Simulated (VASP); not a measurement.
## Ti: single point with PBE

The system is Ti.

```xyz
1
Lattice="2.6647 0.0000 0.0000 -1.3324 2.3077 0.0000 0.0000 0.0000 2.6480" Properties=species:S:1:pos:R:3 pbc="T T T"
Ti    0.0000    0.0000    0.0000
```

This cell differs from its parent crystal: volume scaled by 0.92.

| Property | Result |
| --- | --- |
| Program | VASP 6.6.1 |
| Task | single point |
| Functional | PBE |
| Potentials or basis | VASP PAW PBE potentials, release 64 (Ti_sv) |
| Cutoff | 520 eV |
| k mesh | 15 × 15 × 14 |
| Occupations | fermi-dirac, width 0.08 eV |
| Spin | no spin polarisation |
| Dipole correction | no |
| Further INCAR settings | ALGO = Normal; EDIFF = 1e-07; NBANDS = 12 |

```yaml
Pressure: 8.7 GPa
Band_gap_on_the_k_mesh: zero (band 6 reaches 9.07 eV, above the bottom of band 7 at 8.52 eV)
```

Levels at points of the mesh, in eV from the Fermi level:
| k point | band 4 | band 5 | band 6 | band 7 | band 8 | band 9 |
| --- | --- | --- | --- | --- | --- | --- |
| (0.00, 0.00, 0.00) | -32.04 | -5.93 | -1.42 | 1.21 | 1.21 | 4.29 |
| (0.00, 0.00, 0.50) | -31.98 | -2.27 | -0.48 | 1.65 | 1.65 | 2.79 |

It took 20 s on 1 thread of Intel(R) Xeon(R) 6975P-C (Granite Rapids), with other jobs on the host, peak memory 0.15 GiB.
